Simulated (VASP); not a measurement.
Write the native input for VASP 6.6.1 that does the following.

| Quantity | Value |
| --- | --- |
| Task | single point |
| Functional | PBE |
| Potentials or basis | VASP PAW PBE potentials, release 64 (Sc_sv, Al, Sb, P) |
| Cutoff | 520 eV |
| k mesh | 3 × 3 × 4 |
| Occupations | gaussian, width 0.1 eV |
| Spin | no spin polarisation |
| Dipole correction | no |
| Further INCAR settings | ALGO = Normal; EDIFF = 1e-06; NBANDS = 26 |

The structure of ScAlSbP3 lies in POSCAR:

```
ScAlSbP3
1.0
    6.0937282587      0.0000000000      0.0000000000
   -3.0468641293      5.2773234758      0.0000000000
    0.0000000000      0.0000000000      3.8456620585
Sc Al Sb P
1 1 1 3
Direct
    0.0000000000      0.0000000000      0.0000000000
    0.6666666667      0.3333333333      0.0000000000
    0.3333333333      0.6666666667      0.0000000000
   -0.0370400269      0.4814799866      0.5000000000
    0.5185200134      0.4814799866      0.5000000000
    0.5185200134      1.0370400269      0.5000000000
```

The cell was built from a structure type or drawn by symmetry, and may not be a known phase.

These files were run (other wordings do the same):

INCAR

```
ALGO = Normal
EDIFF = 1E-6
ENCUT = 520
GGA = PE
ISIF = 2
ISMEAR = 0
LASPH = T
LCHARG = T
LELF = T
LREAL = F
LVHAR = T
LWAVE = F
NBANDS = 26
NELM = 60
PREC = Accurate
SIGMA = 0.1
```

KPOINTS

```
k-points
0
Gamma
  3 3 4
```

Potentials or basis: VASP PAW PBE potentials, release 64 (Sc_sv, Al, Sb, P).

The run is started by

```bash
$ cat potpaw_PBE.64/Sc_sv/POTCAR potpaw_PBE.64/Al/POTCAR potpaw_PBE.64/Sb/POTCAR potpaw_PBE.64/P/POTCAR > POTCAR
$ mpirun -np 1 vasp_std > vasp.out
```

Results of the run:

- Pressure: 0.1 GPa
- Largest force: 0.030 eV/Å
- Band gap on the k mesh: zero (bands 17 and 18 overlap by 1.07 eV)

Caveat: the k points lie up to 0.41 Å⁻¹ apart, too coarse for converged energies and pressures of a metal; spin-orbit coupling is left out, which moves the levels of the heavy elements.

It took 46 s on 1 thread of Intel(R) Xeon(R) Platinum 8488C (Sapphire Rapids) (shared host), peak memory 0.26 GiB.
